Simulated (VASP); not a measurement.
Here is a VASP 6.6.1 calculation.

File INCAR:

```
PREC = Accurate ; ENCUT = 520
EDIFF = 1E-6 ; ISMEAR = -1
SIGMA = 0.05 ; LREAL = False
LASPH = True ; NELM = 60
ALGO = Normal ; ISIF = 2
LWAVE = False ; LCHARG = True
GGA = RE ; LELF = True
LVHAR = True ; NBANDS = 28
```

File KPOINTS:

```
Automatic mesh
0
Gamma
  7 7 6
```

File POSCAR:

```
SnO
1.0
    3.7621524798      0.0000000000      0.0000000000
    0.0000000000      3.7621524798      0.0000000000
    0.0000000000      0.0000000000      4.8208658347
Sn O
2 2
Direct
    0.5000000000      0.0000000000      0.7646261400
    0.0000000000      0.5000000000      0.2353738600
    0.0000000000      0.0000000000      0.0000000000
    0.5000000000      0.5000000000      0.0000000000
```

Potentials or basis: VASP PAW PBE potentials, release 64 (Sn_d, O).

Run with:

```console
$ cat potpaw_PBE.64/Sn_d/POTCAR potpaw_PBE.64/O/POTCAR > POTCAR
$ mpirun -np 1 vasp_std > vasp.out
```

Q: Estimate the pressure.

A: 10.3 GPa.

Q: What does it give for the band gap on the k mesh?

A: 0.22 eV (least direct gap 2.07 eV).

Q: Predict the largest force.

A: 1.217 eV/Å.

Forces on the atoms (eV/Å):
```
Sn   0.000  0.000 -1.217
Sn   0.000  0.000  1.217
O    0.000  0.000  0.000
O    0.000  0.000  0.000
```

Caveat: the cell stands under pressure; the PAW data sets were made with another functional, which shifts forces and pressure a little; spin-orbit coupling is left out, which moves the levels of the heavy elements; an odd mesh through Γ misses points on the zone boundary, where band edges can lie.
